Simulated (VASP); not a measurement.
Write the native input for VASP 6.6.1 that does the following.

* Task: relaxation of the atoms
* Functional: PBE
* Potentials or basis: VASP PAW PBE potentials, release 64 (Au)
* Cutoff: 520 eV
* k mesh: 18 × 18 × 10
* Occupations: fermi-dirac, width 0.05 eV
* Spin: no spin polarisation
* Dipole correction: no
* Further INCAR settings: ALGO = Normal; EDIFF = 1e-06; IBRION = 2; EDIFFG = -0.02; NSW = 80

The structure of Au lies in POSCAR:

```
Au
1.0
    2.8608060062      0.0000000000      0.0000000000
   -1.4304030031      2.4775306767      0.0000000000
    0.0000000000      0.0000000000      4.8140459691
Au
2
Direct
    0.3333333333      0.6666666667      0.7500000000
    0.6666666667      0.3333333333      0.2500000000
```

This isn't the form of Au at room conditions, which is fcc.

One way to write it, as run:

INCAR

```
PREC     = Accurate       # precision mode
ENCUT    = 520            # plane-wave cutoff, eV
EDIFF    = 1E-6           # SCF threshold, eV
ISMEAR   = -1             # smearing method
SIGMA    = 0.05           # smearing width, eV
LREAL    = False          # projectors in reciprocal space
LASPH    = True           # aspherical terms in the spheres
NELM     = 100            # most SCF steps
ALGO     = Normal         # electronic algorithm
ISIF     = 2              # what is computed and relaxed
LWAVE    = False          # write WAVECAR
LCHARG   = False          # write CHGCAR
GGA      = PE             # functional
IBRION   = 2              # ionic algorithm
NSW      = 80             # ionic steps
EDIFFG   = -0.02          # ionic threshold
```

KPOINTS

```
Automatic mesh
0
Gamma
  18 18 10
```

Potentials or basis: VASP PAW PBE potentials, release 64 (Au).

Command:

```console
$ cat potpaw_PBE.64/Au/POTCAR > POTCAR
$ mpirun -np 1 vasp_std > vasp.out
```

Results of the run:

```
Pressure after relaxing : 8.4 GPa
Band gap on the k mesh  : zero (bands 11 and 12 overlap by 6.98 eV)
```

Caveat: spin-orbit coupling is left out, which moves the levels of the heavy elements.

It took 33 s on 1 thread of Intel(R) Xeon(R) Platinum 8559C (Emerald Rapids), on a shared host, peak memory 0.22 GiB.
